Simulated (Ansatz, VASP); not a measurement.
# HfSi3O2 in VASP and in Ansatz

```xyz
6
Lattice="3.2500 0.0000 0.0000 -1.6250 2.8146 0.0000 0.0000 0.0000 8.6600" Properties=species:S:1:pos:R:3 pbc="T T T"
Hf    0.0000    0.0000    0.0000
Si    0.0000    1.8764    2.6846
Si    1.6250    0.9382    5.9754
Si    0.0000    0.0000    4.3300
O     0.0000    1.8764    0.9699
O     1.6250    0.9382    7.6901
```

Alike in both runs: task relaxation of cell and atoms; functional PBE; k mesh 6 × 6 × 2; occupations gaussian, width 0.2 eV; no spin polarisation.

|  | VASP | Ansatz |
| --- | --- | --- |
| version | VASP 6.6.1 | Ansatz 0.2.0 |
| potentials or method | VASP PAW PBE potentials, release 64 (Hf_pv, Si, O), cutoff 600 eV | scalar-relativistic, plane waves, PAW |
| valence electrons in the cell | 34 | 50 |

|  | VASP | Ansatz | Ansatz less VASP |
| --- | --- | --- | --- |
| gap on the k mesh at the Fermi level, each at its own relaxed structure (eV) | none | none | - |
| relaxed volume (Å³/atom) | 17.44 | 14.45 | -2.993 |
| relaxed cell length with the largest relative difference (Å) | 11.748 | 7.094 | -4.6540 |

A gap of «none» marks a metal or a gap that the smearing closes. One of these differences is far larger than is usual between the two programs; its cause wasn't traced. VASP's potentials hold 34 valence electrons a cell and Ansatz's 50, so a difference there can come from the potentials and not from the codes.

The k mesh is coarse, so the values compare programs but aren't converged. Spin-orbit coupling is off throughout. Noted on VASP's run: the volume moved by over 15 % at a fixed basis, so the end points are rough.
